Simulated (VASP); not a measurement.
# Al2O (Fm-3m) in VASP: single point with PBE

Aim: the single point of Al2O with PBE.

Program: VASP 6.6.1. These are calculated values, not measurements. Logs are shortened: lines on timing, memory, paths and dates and some standing lists are left out, and cuts for length are marked.

### 1 The cell of the first run

The structure is cubic, space group Fm-3m (No. 225). The conventional cell has a = 5.691 Å, b = 5.691 Å, c = 5.691 Å, α = 90.00°, β = 90.00°, γ = 90.00°. Al (site symmetry -43m) has 4 O at 2.46 Å and 6 Al at 2.85 Å within 3.3 Å. O (site symmetry m-3m) has 8 Al at 2.46 Å within 3.3 Å.

### 2 Single point, PBE

INCAR

```
SYSTEM = Al2O
ALGO = Normal
EDIFF = 1E-6
ENCUT = 520
GGA = PE
ISIF = 2
ISMEAR = -1
LASPH = .True.
LCHARG = .False.
LREAL = .False.
LWAVE = .False.
NBANDS = 21
NELM = 80
PREC = Accurate
SIGMA = 0.1
```

KPOINTS

```
k-points
0
Gamma
  5 5 5
  0 0 0
```

POSCAR

```
Al2O
1.0
    0.0000000000      2.8457100000      2.8457100000
    2.8457100000      0.0000000000      2.8457100000
    5.6914200000      5.6914200000      0.0000000000
Al O
4 2
Direct
    0.2500000000      0.2500000000      0.1250000000
    0.7500000000      0.7500000000      0.3750000000
    0.2500000000      0.2500000000      0.6250000000
    0.7500000000      0.7500000000      0.8750000000
    0.0000000000      0.0000000000      0.0000000000
    0.0000000000      0.0000000000      0.5000000000
```

Potentials or basis: VASP PAW PBE potentials, release 64 (Al, O).

Command:

```console
$ cat potpaw_PBE.64/Al/POTCAR potpaw_PBE.64/O/POTCAR > POTCAR
$ mpirun -np 1 vasp_std > vasp.out
```

OUTCAR:

```text
SYSTEM = Al2O
   EDIFF = 1E-6
   ENCUT = 520
   GGA = PE
   ISIF = 2
   ISMEAR = -1
   LASPH = .True.
   LREAL = .False.
   NELM = 80
   PREC = Accurate

 ion  position               nearest neighbor table
   1  0.250  0.250  0.125-   5 2.46   5 2.46   6 2.46   5 2.46   4 2.85   2 2.85   4 2.85   2 2.85
                             4 2.85   2 2.85
   2  0.750  0.750  0.375-   5 2.46   6 2.46   6 2.46   6 2.46   3 2.85   1 2.85   1 2.85   3 2.85
                             1 2.85   3 2.85
   3  0.250  0.250  0.625-   6 2.46   6 2.46   5 2.46   6 2.46   2 2.85   2 2.85   4 2.85   2 2.85
                             4 2.85   4 2.85
   4  0.750  0.750  0.875-   6 2.46   5 2.46   5 2.46   5 2.46   3 2.85   3 2.85   1 2.85   3 2.85
                             1 2.85   1 2.85
   5  0.000  0.000  0.000-   4 2.46   4 2.46   2 2.46   3 2.46   1 2.46   1 2.46   1 2.46   4 2.46

   6  0.000  0.000  0.500-   2 2.46   2 2.46   1 2.46   4 2.46   3 2.46   3 2.46   3 2.46   2 2.46

  LATTYP: Found a trigonal (rhomboedric) cell.
 ALAT       =     6.9705374559
 COS(alpha) =     0.8333333333

  Lattice vectors:

 A1 = (   5.6914200000,   2.8457100000,  -2.8457100000)
 A2 = (   2.8457100000,   2.8457100000,  -5.6914200000)
 A3 = (   2.8457100000,   5.6914200000,  -2.8457100000)

Analysis of symmetry for initial positions (statically):
=====================================================================
 Subroutine PRICEL returns following result:

  LATTYP: Found a face centered cubic cell.
 ALAT       =     5.6914200000

  Lattice vectors:

 A1 = (   0.0000000000,   2.8457100000,   2.8457100000)
 A2 = (   2.8457100000,   0.0000000000,   2.8457100000)
 A3 = (   2.8457100000,   2.8457100000,   0.0000000000)

   2 primitive cells build up your supercell.

 Routine SETGRP: Setting up the symmetry group for a
 trigonal (rhombohedral) supercell.

 Subroutine GETGRP returns: Found 12 space group operations
 (whereof 12 operations were pure point group operations)
 out of a pool of 12 trial point group operations.

The static configuration has the point symmetry D_3d.

Analysis of symmetry for dynamics (positions and initial velocities):
=====================================================================
 Subroutine PRICEL returns following result:

  LATTYP: Found a face centered cubic cell.
 ALAT       =     5.6914200000

  Lattice vectors:

 A1 = (   0.0000000000,   2.8457100000,   2.8457100000)
 A2 = (   2.8457100000,   0.0000000000,   2.8457100000)
[... 108 lines left out ...]
   LREAL  =      F    real-space projection
   EDIFFG = 0.1E-04   stopping-criterion for IOM
   NSW    =      0    number of steps for IOM
   IBRION =     -1    ionic relax: 0-MD 1-quasi-New 2-CG
   NFREE  =      0    steps in history (QN), initial steepest desc. (CG)
   ISIF   =      2    stress and relaxation
   ISYM   =      2    0-nonsym 1-usesym 2-fastsym
   POTIM  = 0.5000    time-step for ionic-motion
   TEBEG  =    0.0;   TEEND  =   0.0 temperature during run
   PSTRESS=    0.0 pullay stress
   NELECT =      24.0000    total number of electrons
   NUPDOWN=      -1.0000    fix difference up-down
   EMIN   =  10.00;   EMAX   =-10.00  energy-range for DOS
   EFERMI =   0.00;   METHOD = LEGACY
   ISMEAR =    -1;   SIGMA  =   0.10  broadening in eV -4-tet -1-fermi 0-gaus
   EFERMI_NEDOS =   21; number of points for ismear=-14 and -15
   IALGO  =     38    algorithm
   IMIX   =      4    mixing-type and parameters
     AMIX     =   0.40;   BMIX     =  1.00
     AMIX_MAG =   1.60;   BMIX_MAG =  1.00
  volume/ion in A,a.u.               =      15.36       103.68
  Fermi-wavevector in a.u.,A,eV,Ry     =   1.045365  1.975453 14.868282  1.092788
  Thomas-Fermi vector in A             =   2.180157
   LORBIT       =      0    0 simple, 1 ext, 2 COOP (PROOUT), +10 PAW based schemes
   GGA     = PE    functional components
   LHFCALC =     F    Hartree Fock is set to
   AEXX    =    0.0000 exact exchange contribution
   IVDW    =     0    specifies the selected vdW correction
   LEPSILON=     F    determine dielectric tensor
   LRPA    =     F    only Hartree local field effects (RPA)
 non-spin polarized calculation
  energy-cutoff  :      520.00
  volume of cell :       92.18
 maximum number of plane-waves:      2500
 NGX is ok and might be reduce to    30
   NGX = 15   NGY = 15   NGZ = 29

 number of electron      24.0000013 magnetization

 Free energy of the ion-electron system (eV)
  ---------------------------------------------------
  ext. energy  EPLUGINS =         0.00000000
  ---------------------------------------------------
  free energy    TOTEN  =       -24.45472530 eV

  energy without entropy =      -24.30040535  energy(sigma->0) =      -24.37756532

 E-fermi :   6.3012     XC(G=0):  -9.9295

 val. band max:        6.3004378335   @ k =  -0.2000   0.4000   0.2000
 cond. band min:       6.3782810819   @ k =  -0.2000   0.0000   0.2000
 fundamental gap:      0.0778432484
 Fermi energy:         6.3012202314

 k-point     1 :       0.0000    0.0000    0.0000
  band No.  band energies     occupation
      1     -12.6621      2.00000
      2     -12.4177      2.00000
      3      -1.6508      2.00000
      4      -0.6924      2.00000
      5       1.5406      2.00000
      6       1.5406      2.00000
[... 445 lines left out ...]
     20      12.7196      0.00000
     21      13.3685      0.00000

------------------------ aborting loop because EDIFF is reached ----------------------------------------

  FORCE on cell =-STRESS in cart. coord.  units (eV):
  Direction    XX          YY          ZZ          XY          YZ          ZX
  --------------------------------------------------------------------------------------
  -------------------------------------------------------------------------------------
  Total        0.0153907      0.0153907      0.0153907     -0.0266970      0.0266970      0.0266970
  in kB        0.2675085      0.2675085      0.2675085     -0.4640247      0.4640247      0.4640247
  external PRESSURE =       0.2675085 kB  Pullay stress =       0.0000000 kB

 VOLUME and BASIS-vectors are now :
 -----------------------------------------------------------------------------
  energy-cutoff  :      520.00
  volume of cell :       92.18
      direct lattice vectors                 reciprocal lattice vectors
     0.000000000  2.845710000  2.845710000    -0.175703076  0.175703076  0.175703076
     2.845710000  0.000000000  2.845710000     0.175703076 -0.175703076  0.175703076
     5.691420000  5.691420000  0.000000000     0.087851538  0.087851538 -0.087851538

 POSITION                                       TOTAL-FORCE (eV/Angst)
 -----------------------------------------------------------------------------------
      1.42285      1.42285      1.42285        -0.010554     -0.010554      0.010554
      4.26856      4.26856      4.26856         0.010554      0.010554     -0.010554
      4.26856      4.26856      1.42285        -0.010554     -0.010554      0.010554
      7.11427      7.11427      4.26856         0.010554      0.010554     -0.010554
      0.00000      0.00000      0.00000         0.000000      0.000000      0.000000
      2.84571      2.84571      0.00000         0.000000     -0.000000      0.000000
 -----------------------------------------------------------------------------------
    total drift:                                0.000000     -0.000000     -0.000000

  FREE ENERGIE OF THE ION-ELECTRON SYSTEM (eV)
  ---------------------------------------------------
  free  energy   TOTEN  =       -24.4547252967 eV

  energy  without entropy=      -24.3004053492  energy(sigma->0) =      -24.37756532
```

OSZICAR:

```text
N       E                     dE             d eps       ncg     rms          rms(c)
DAV:   1     0.706992509327E+02    0.70699E+02   -0.99008E+03   798   0.973E+02
DAV:   2    -0.198831203913E+02   -0.90582E+02   -0.85193E+02  1056   0.163E+02
DAV:   3    -0.278113817431E+02   -0.79283E+01   -0.78039E+01   963   0.488E+01
DAV:   4    -0.278878645999E+02   -0.76483E-01   -0.76442E-01   918   0.551E+00
DAV:   5    -0.278889503631E+02   -0.10858E-02   -0.10857E-02   948   0.681E-01    0.115E+01
DAV:   6    -0.259104920709E+02    0.19785E+01   -0.26255E+01   873   0.330E+01    0.104E+01
DAV:   7    -0.245081837262E+02    0.14023E+01   -0.75472E+00  1017   0.140E+01    0.193E+00
DAV:   8    -0.244778647853E+02    0.30319E-01   -0.43829E-01   853   0.406E+00    0.793E-01
DAV:   9    -0.244588768506E+02    0.18988E-01   -0.34848E-02   981   0.105E+00    0.573E-01
DAV:  10    -0.244570085931E+02    0.18683E-02   -0.32130E-02   949   0.102E+00    0.352E-01
DAV:  11    -0.244546788743E+02    0.23297E-02   -0.92171E-03  1001   0.520E-01    0.252E-02
DAV:  12    -0.244547248276E+02   -0.45953E-04   -0.51255E-04   858   0.137E-01    0.198E-02
DAV:  13    -0.244547292501E+02   -0.44224E-05   -0.15462E-05  1041   0.213E-02    0.181E-02
DAV:  14    -0.244547273984E+02    0.18517E-05   -0.90454E-07   519   0.596E-03    0.136E-02
DAV:  15    -0.244547255617E+02    0.18367E-05   -0.23149E-06   601   0.103E-02    0.814E-03
DAV:  16    -0.244547252967E+02    0.26494E-06   -0.48942E-07   459   0.386E-03
   1 F= -.24454725E+02 E0= -.24377565E+02  d E =-.154320E+00
```

stdout:

```text
POSCAR found type information on POSCAR AlO
 POSCAR found :  2 types and       6 ions
 scaLAPACK will be used
 LDA part: xc-table for (Slater+PW92), standard interpolation
 POSCAR, INCAR and KPOINTS ok, starting setup
 FFT: planning ... GRIDC
 FFT: planning ... GRID_SOFT
 FFT: planning ... GRID
 WAVECAR not read
 entering main loop
```

Run time: 39 s. Hardware: 1 thread of Intel Xeon 6975P-C, shared host; peak memory 0.22 GiB.

Results:

```
Free energy            : -24.4547 eV
Pressure               : 0.0 GPa
Band gap on the k mesh : zero (band 12 reaches 7.97 eV, above the bottom of band 13 at 6.01 eV)
```

Levels at points of the mesh, in eV from the Fermi level:
```tsv
k point	band 10	band 11	band 12	band 13	band 14	band 15
(0.00, 0.00, 0.00)	-4.08	-0.03	1.67	1.67	1.67	1.82
```

Caveat: the k points lie up to 0.38 Å⁻¹ apart.
